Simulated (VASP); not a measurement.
A run of VASP 6.6.1 is set up as follows.

The input INCAR:

```
SYSTEM = MnSe
ALGO = Normal
EDIFF = 1E-6
ENCUT = 520
GGA = PS
ISIF = 2
ISMEAR = 0
ISPIN = 2
LASPH = .TRUE.
LCHARG = .FALSE.
LMAXMIX = 4
LORBIT = 11
LREAL = .FALSE.
LWAVE = .FALSE.
MAGMOM = 4.38 0
NBANDS = 20
NELM = 150
PREC = Accurate
SIGMA = 0.1
```

The input KPOINTS:

```
k-points
0
G
  14 14 14
  0 0 0
```

Contents of POSCAR:

```
MnSe
1.0
    0.0000000000      2.7076650208      2.7076650208
    2.7076650208      0.0000000000      2.7076650208
    2.7076650208      2.7076650208      0.0000000000
Mn Se
1 1
Direct
    0.0000000000      0.0000000000      0.0000000000
    0.5000000000      0.5000000000      0.5000000000
```

Potentials or basis: VASP PAW PBE potentials, release 64 (Mn_pv, Se).

Run with:

```sh
$ cat potpaw_PBE.64/Mn_pv/POTCAR potpaw_PBE.64/Se/POTCAR > POTCAR
$ mpirun -np 1 vasp_std > vasp.out
```

(1) What does it give for the net moment?

(2) What does it give for the site moments?

Results:

(1) 4.64 μB per cell.

(2) Mn +4.20; Se +0.09 μB.

Caveat: the cell stands under tension; a cell with one magnetic atom can't hold antiferromagnetic order, which such compounds often take.
